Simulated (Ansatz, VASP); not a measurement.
**AlAu2: VASP beside Ansatz**

File INCAR:

```
SYSTEM = AlAu2
  PREC = Accurate
  ENCUT = 520
  EDIFF = 1E-6
  ISMEAR = 1
  SIGMA = 0.05
  LREAL = .FALSE.
  LASPH = .TRUE.
  NELM = 80
  ALGO = Normal
  ISIF = 2
  LWAVE = .FALSE.
  LCHARG = .FALSE.
  GGA = PS
  NBANDS = 20
```

File KPOINTS:

```
regular mesh
0
G
  13 13 13
  0 0 0
```

Contents of POSCAR:

```
AlAu2
1.0
   -1.6715144700      1.6715144700      4.3990752400
    1.6715144700     -1.6715144700      4.3990752400
    1.6715144700      1.6715144700     -4.3990752400
Al Au
1 2
Direct
    0.0000000000      0.0000000000      0.0000000000
    0.6562728000      0.6562728000      0.0000000000
    0.3437272000      0.3437272000      0.0000000000
```

Input for Ansatz:

```yaml
crystal:
  lattice:
    - [-1.67151447, 1.67151447, 4.39907524]
    - [1.67151447, -1.67151447, 4.39907524]
    - [1.67151447, 1.67151447, -4.39907524]
  atoms:
    - { symbol: Al, position: [0.0, 0.0, 0.0] }
    - { symbol: Au, position: [0.6562728, 0.6562728, 0.0] }
    - { symbol: Au, position: [0.3437272, 0.3437272, 0.0] }
kpoints:
  mp_grid:
    grid: [13, 13, 13]
hamiltonian:
  xc: pbesol
  pseudopotentials:
    kind: paw
scf:
  occupations:
    method: methfessel_paxton
    width: 0.05
output:
  forces: true
  stress: true
  eigenvalues: true
```

Alike in both runs: task single point; functional PBEsol; k mesh 13 × 13 × 13; occupations methfessel-paxton of order 1, width 0.05 eV; no spin polarisation.

|  | VASP | Ansatz |
| --- | --- | --- |
| version | VASP 6.6.1 | Ansatz 0.2.0 |
| potentials or method | VASP PAW PBE potentials, release 64 (Al, Au) | plane waves, PAW |
| plane-wave cutoff (eV) | 520 | 420 |
| valence electrons in the cell | 25 | 41 |

```csv
,VASP,Ansatz,Ansatz less VASP
gap on the k mesh at the Fermi level (eV),none,none,-
pressure (GPa),-2.5,-2.2,+0.26
"traceless stress, the component that is largest in VASP (GPa)",-0.34,-0.28,+0.063
rms of the force components (eV/Å),0.027,0.027,-0.0001
```

VASP's potentials were made for PBE, not for PBEsol. Atom by atom the forces differ by 0.000 eV/Å (rms over components). A gap of «none» marks a metal or a gap that the smearing closes. VASP's potentials hold 25 valence electrons a cell and Ansatz's 41, so a difference there can come from the potentials and not from the codes.

Neither program's run includes spin-orbit coupling.
